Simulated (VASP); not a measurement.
# P (R-3m) in VASP: a series of runs

P is run at these levels: r2SCAN; tasks: single point.

All numbers are computed with VASP 6.6.1; they aren't measurements. Logs are shortened: lines on timing, memory, paths and dates and some standing lists are left out, and cuts for length are marked.

## Step 1: The cell of the first run

Symmetry: R-3m, No. 166, trigonal system. Conventional cell: a = 3.451 Å, b = 3.451 Å, c = 9.107 Å, α = 90.00°, β = 90.00°, γ = 120.00°. Within 3.0 Å of P (site symmetry 3m) lie 6 P at 2.28 to 2.78 Å.

## Step 2: Single point, r2SCAN (strain +0.000 along x and y, -0.030 along z)

Contents of POSCAR:

```
P
1.0
    1.7257251780      0.9963478961      3.0357896117
   -1.7257251780      0.9963478961      3.0357896117
    0.0000000000     -1.9926957921      3.0357896117
P
2
Direct
    0.2270802500      0.2270802500      0.2270802500
    0.7729197500      0.7729197500      0.7729197500
```

Contents of INCAR.step1:

```
  PREC = Accurate
  ENCUT = 520
  ISMEAR = 0
  SIGMA = 0.15
  LREAL = False
  LASPH = True
  NELM = 60
  NBANDS = 12
  GGA = PE
  ALGO = Normal
  EDIFF = 1E-4
  LWAVE = True
  LCHARG = False
```

Contents of INCAR.step2:

```
  PREC = Accurate
  ENCUT = 520
  EDIFF = 1E-7
  ISMEAR = 0
  SIGMA = 0.15
  LREAL = False
  LASPH = True
  NELM = 60
  ALGO = Normal
  ISIF = 2
  LWAVE = False
  LCHARG = True
  METAGGA = R2SCAN
  LMIXTAU = True
  LELF = True
  LVHAR = True
  NBANDS = 12
  ISTART = 1
```

Contents of KPOINTS:

```
Automatic mesh
0
Gamma
  18 18 18
```

Potentials or basis: VASP PAW PBE potentials, release 64 (P).

Command:

```console
$ cat potpaw_PBE.64/P/POTCAR > POTCAR
$ cp INCAR.step1 INCAR
$ mpirun -np 1 vasp_std > vasp.out
$ cp INCAR.step2 INCAR
$ mpirun -np 1 vasp_std > vasp.out
```

OUTCAR:

```text
PREC = Accurate
   ENCUT = 520
   EDIFF = 1E-7
   ISMEAR = 0
   LREAL = False
   LASPH = True
   NELM = 60
   ISIF = 2
   METAGGA = R2SCAN
   ISTART = 1

 ion  position               nearest neighbor table
   1  0.227  0.227  0.227-   2 2.28   2 2.28   2 2.28   2 2.78   2 2.78   2 2.78
   2  0.773  0.773  0.773-   1 2.28   1 2.28   1 2.28   1 2.78   1 2.78   1 2.78

  LATTYP: Found a trigonal (rhomboedric) cell.
 ALAT       =     3.6313709652
 COS(alpha) =     0.5483187810

  Lattice vectors:

 A1 = (   1.7257251780,   0.9963478961,   3.0357896117)
 A2 = (  -1.7257251780,   0.9963478961,   3.0357896117)
 A3 = (   0.0000000000,  -1.9926957921,   3.0357896117)

Analysis of symmetry for initial positions (statically):
=====================================================================
 Subroutine PRICEL returns:
 Original cell was already a primitive cell.

 Routine SETGRP: Setting up the symmetry group for a
 trigonal (rhombohedral) supercell.

 Subroutine GETGRP returns: Found 12 space group operations
 (whereof 12 operations were pure point group operations)
 out of a pool of 12 trial point group operations.

The static configuration has the point symmetry D_3d.

Analysis of symmetry for dynamics (positions and initial velocities):
=====================================================================
 Subroutine PRICEL returns:
 Original cell was already a primitive cell.

 Routine SETGRP: Setting up the symmetry group for a
 trigonal (rhombohedral) supercell.

 Subroutine GETGRP returns: Found 12 space group operations
 (whereof 12 operations were pure point group operations)
 out of a pool of 12 trial point group operations.

The dynamic configuration has the point symmetry D_3d.

 Subroutine INISYM returns: Found 12 space group operations
 (whereof 12 operations are pure point group operations),
 and found     1 'primitive' translations

----------------------------------------------------------------------------------------

                                     Primitive cell

  volume of cell :      31.3188

  direct lattice vectors                    reciprocal lattice vectors
     1.725725178  0.996347896  3.035789612     0.289733271  0.167277582  0.109801197
    -1.725725178  0.996347896  3.035789612    -0.289733271  0.167277582  0.109801197
     0.000000000 -1.992695792  3.035789612     0.000000000 -0.334555164  0.109801197

  length of vectors
     3.631370965  3.631370965  3.631370965     0.352112852  0.352112852  0.352112852

  position of ions in fractional coordinates (direct lattice)
     0.227080250  0.227080250  0.227080250
     0.772919750  0.772919750  0.772919750

  ion indices of the primitive-cell ions
   primitive index   ion index
                 1           1
                 2           2

----------------------------------------------------------------------------------------

 KPOINTS: Automatic mesh

Automatic generation of k-mesh.
 Grid dimensions read from file:
 generate k-points for:   18   18   18

 Generating k-lattice:

  Cartesian coordinates                     Fractional coordinates (reciprocal lattice)
     0.016096293  0.009293199  0.006100067     0.055555556 -0.000000000 -0.000000000
    -0.016096293  0.009293199  0.006100067    -0.000000000  0.055555556 -0.000000000
     0.000000000 -0.018586398  0.006100067     0.000000000  0.000000000  0.055555556

  Length of vectors
     0.019561825  0.019561825  0.019561825

  Shift w.r.t. Gamma in fractional coordinates (k-lattice)
     0.000000000  0.000000000  0.000000000

 Subroutine IBZKPT returns following result:
 ===========================================

 Found    580 irreducible k-points:

 Following reciprocal coordinates:
            Coordinates               Weight
  0.000000  0.000000  0.000000      1.000000
  0.055556 -0.000000  0.000000      6.000000
  0.111111 -0.000000  0.000000      6.000000
  0.166667 -0.000000  0.000000      6.000000
  0.222222 -0.000000  0.000000      6.000000
  0.277778  0.000000 -0.000000      6.000000
[... 16 lines left out ...]
 -0.277778  0.055556  0.000000     12.000000
 -0.222222  0.055556  0.000000     12.000000
 [... further k-points ...]
   k-points           NKPTS =    580   k-points in BZ     NKDIM =    580   number of bands    NBANDS=     12
   number of dos      NEDOS =    301   number of ions     NIONS =      2
   total plane-waves  NPLWV =  21952
   dimension x,y,z NGX =    28 NGY =   28 NGZ =   28
   dimension x,y,z NGXF=    56 NGYF=   56 NGZF=   56
   ions per type =               2
   NGX,Y,Z   is equivalent  to a cutoff of  12.82, 12.82, 12.82 a.u.
   NGXF,Y,Z  is equivalent  to a cutoff of  25.64, 25.64, 25.64 a.u.
 SYSTEM =  unknown system
   PREC   = accura    normal or accurate (medium, high low for compatibility)
   ISTART =      1    job   : 0-new  1-cont  2-samecut
   ICHARG =      0    charge: 1-file 2-atom 10-const
   ISPIN  =      1    spin polarized calculation?
   LNONCOLLINEAR =      F non collinear calculations
   LSORBIT =      F    spin-orbit coupling
   LASPH  =      T    aspherical Exc in radial PAW
   ENCUT  =  520.0 eV  38.22 Ry    6.18 a.u.   6.75  6.75  6.75*2*pi/ulx,y,z
   NELM   =     60;   NELMIN=  2; NELMDL=  0     # of ELM steps
   EDIFF  = 0.1E-06   stopping-criterion for ELM
   LREAL  =      F    real-space projection
   EDIFFG = 0.1E-05   stopping-criterion for IOM
   NSW    =      0    number of steps for IOM
   IBRION =     -1    ionic relax: 0-MD 1-quasi-New 2-CG
   NFREE  =      0    steps in history (QN), initial steepest desc. (CG)
   ISIF   =      2    stress and relaxation
   ISYM   =      2    0-nonsym 1-usesym 2-fastsym
   POTIM  = 0.5000    time-step for ionic-motion
   TEBEG  =    0.0;   TEEND  =   0.0 temperature during run
   PSTRESS=    0.0 pullay stress
   NELECT =      10.0000    total number of electrons
   NUPDOWN=      -1.0000    fix difference up-down
   EMIN   =  10.00;   EMAX   =-10.00  energy-range for DOS
   EFERMI =   0.00;   METHOD = LEGACY
   ISMEAR =     0;   SIGMA  =   0.15  broadening in eV -4-tet -1-fermi 0-gaus
   EFERMI_NEDOS =   21; number of points for ismear=-14 and -15
   IALGO  =     38    algorithm
   IMIX   =      4    mixing-type and parameters
     AMIX     =   0.40;   BMIX     =  1.00
     AMIX_MAG =   1.60;   BMIX_MAG =  1.00
  volume/ion in A,a.u.               =      15.66       105.67
  Fermi-wavevector in a.u.,A,eV,Ry     =   1.118939  2.114488 17.034819  1.252024
  Thomas-Fermi vector in A             =   2.255574
   LORBIT       =      0    0 simple, 1 ext, 2 COOP (PROOUT), +10 PAW based schemes
   METAGGA = R2SCAN    functional components
   LHFCALC =     F    Hartree Fock is set to
   AEXX    =    0.0000 exact exchange contribution
   IVDW    =     0    specifies the selected vdW correction
   LEPSILON=     F    determine dielectric tensor
   LRPA    =     F    only Hartree local field effects (RPA)
 non-spin polarized calculation
 Gauss-broadening in eV      SIGMA  =   0.15
  energy-cutoff  :      520.00
  volume of cell :       31.32
 maximum number of plane-waves:       867
   NGX = 13   NGY = 13   NGZ = 13

 number of electron      10.0000000 magnetization

 Free energy of the ion-electron system (eV)
  ---------------------------------------------------
  ext. energy  EPLUGINS =         0.00000000
  ---------------------------------------------------
  free energy    TOTEN  =       -17.76795320 eV

  energy without entropy =      -17.76526598  energy(sigma->0) =      -17.76660959

 E-fermi :   9.4721     XC(G=0): -11.4412

 val. band max:        9.4489572989   @ k =   0.5000   0.0000   0.0000
 cond. band min:       9.4798569484   @ k =   0.3889   0.2778   0.2778
 fundamental gap:      0.0308996495
 Fermi energy:         9.4720788998

 k-point     1 :       0.0000    0.0000    0.0000
  band No.  band energies     occupation
      1      -8.2650      2.00000
      2       6.0342      2.00000
      3       6.0342      2.00000
      4       6.2203      2.00000
      5       6.2305      2.00000
      6      10.8808      0.00000
      7      12.2340      0.00000
      8      12.2340      0.00000
      9      15.4641      0.00000
     10      15.4641      0.00000
     11      16.8084      0.00000
     12      16.8084      0.00000

 k-point     2 :       0.0556   -0.0000    0.0000
  band No.  band energies     occupation
      1      -8.2119      2.00000
      2       5.1429      2.00000
      3       5.9960      2.00000
      4       6.1590      2.00000
      5       6.9407      2.00000
      6      11.0414      0.00000
      7      12.2314      0.00000
      8      12.2424      0.00000
      9      15.0773      0.00000
     10      15.1130      0.00000
     11      16.1010      0.00000
     12      17.4258      0.00000

 k-point     3 :       0.1111   -0.0000    0.0000
  band No.  band energies     occupation
      1      -8.0526      2.00000
      2       4.0056      2.00000
      3       5.8917      2.00000
      4       6.0751      2.00000
      5       7.5095      2.00000
      6      11.3038      0.00000
      7      12.1642      0.00000
      8      12.3080      0.00000
      9      14.3682      0.00000
     10      14.7215      0.00000
     11      15.7639      0.00000
     12      18.5653      0.00000

 k-point     4 :       0.1667   -0.0000    0.0000
  band No.  band energies     occupation
      1      -7.7880      2.00000
      2       2.7946      2.00000
      3       5.7467      2.00000
      4       5.9781      2.00000
      5       7.9106      2.00000
      6      11.2768      0.00000
      7      11.8418      0.00000
      8      12.3055      0.00000
      9      14.1386      0.00000
     10      14.8699      0.00000
     11      15.6519      0.00000
     12      19.8808      0.00000

 k-point     5 :       0.2222   -0.0000    0.0000
  band No.  band energies     occupation
      1      -7.4197      2.00000
      2       1.5661      2.00000
      3       5.5891      2.00000
      4       5.8988      2.00000
      5       8.1918      2.00000
      6      10.9933      0.00000
      7      11.3544      0.00000
      8      11.8046      0.00000
      9      14.8497      0.00000
     10      15.4719      0.00000
     11      15.7733      0.00000
     12      21.3066      0.00000
[... 228 lines left out ...]
      1      -5.4352      2.00000
      2      -2.2342      2.00000
      3       4.7692      2.00000
      4       6.1281      2.00000
      5       8.0899      2.00000
      6       9.7081      0.02604
      7       9.9539      0.00001
      8      11.0924      0.00000
      9      17.5088      0.00000
     10      18.3643      0.00000
     11      20.4621      0.00000
     12      22.6150      0.00000

 k-point    22 :      -0.3333    0.0556    0.0000
  band No.  band energies     occupation
      1      -6.1103      2.00000
      2      -1.1953      2.00000
      3       4.8220      2.00000
      4       6.2251      2.00000
      5       8.0953      2.00000
      6       9.9631      0.00000
      7      10.1423      0.00000
      8      11.3490      0.00000
      9      16.6555      0.00000
     10      17.1025      0.00000
     11      19.1113      0.00000
     12      23.4566      0.00000

 k-point    23 :      -0.2778    0.0556    0.0000
  band No.  band energies     occupation
      1      -6.7088      2.00000
      2      -0.0730      2.00000
      3       4.9242      2.00000
      4       6.2925      2.00000
      5       8.0702      2.00000
      6      10.3043      0.00000
      7      10.5467      0.00000
      8      11.6188      0.00000
      9      15.7800      0.00000
     10      16.1983      0.00000
     11      17.8178      0.00000
     12      22.4656      0.00000

 k-point    24 :      -0.2222    0.0556    0.0000
  band No.  band energies     occupation
      1      -7.2140      2.00000
      2       1.1006      2.00000
      3       5.0754      2.00000
      4       6.3425      2.00000
      5       7.9726      2.00000
      6      10.7330      0.00000
      7      11.1001      0.00000
      8      11.8674      0.00000
      9      14.8092      0.00000
     10      15.8110      0.00000
     11      16.6615      0.00000
     12      21.0343      0.00000

 [... further k-points ...]

------------------------ aborting loop because EDIFF is reached ----------------------------------------

  FORCE on cell =-STRESS in cart. coord.  units (eV):
  Direction    XX          YY          ZZ          XY          YZ          ZX
  --------------------------------------------------------------------------------------
  -------------------------------------------------------------------------------------
  Total        0.3596617      0.3596617      0.5974906      0.0000000      0.0000000      0.0000000
  in kB       18.3992115     18.3992115     30.5658222      0.0000000      0.0000000      0.0000000
  external PRESSURE =      22.4547484 kB  Pullay stress =       0.0000000 kB

 VOLUME and BASIS-vectors are now :
 -----------------------------------------------------------------------------
  energy-cutoff  :      520.00
  volume of cell :       31.32
      direct lattice vectors                 reciprocal lattice vectors
     1.725725178  0.996347896  3.035789612     0.289733271  0.167277582  0.109801197
    -1.725725178  0.996347896  3.035789612    -0.289733271  0.167277582  0.109801197
     0.000000000 -1.992695792  3.035789612     0.000000000 -0.334555164  0.109801197

 POSITION                                       TOTAL-FORCE (eV/Angst)
 -----------------------------------------------------------------------------------
      0.00000      0.00000      2.06810         0.000000      0.000000      0.304611
      0.00000      0.00000      7.03927         0.000000     -0.000000     -0.304611
 -----------------------------------------------------------------------------------
    total drift:                                0.000000     -0.000000     -0.000000

  FREE ENERGIE OF THE ION-ELECTRON SYSTEM (eV)
  ---------------------------------------------------
  free  energy   TOTEN  =       -17.7679532014 eV

  energy  without entropy=      -17.7652659849  energy(sigma->0) =      -17.76660959
```

It took 7.3 min on 1 thread of Intel Xeon 6975P-C (Granite Rapids), shared host; peak memory 0.28 GiB.

What came out:

| Item | Value |
| --- | --- |
| Free energy | -17.7680 eV |
| Pressure | 2.2 GPa |
| Largest force | 0.305 eV/Å |
| Band gap on the k mesh | zero (bands 5 and 6 overlap by 1.01 eV) |

Forces on the atoms (eV/Å):
```
P    0.000  0.000  0.305
P    0.000  0.000 -0.305
```

Caveat: the cell differs from its parent crystal (strain +0.000 along x and y, -0.030 along z); the PAW data sets were made with another functional, which shifts forces and pressure a little.

[end of part 1 of 2]

The gap in the log of VASP goes by the Fermi energy; the results here count the filled bands.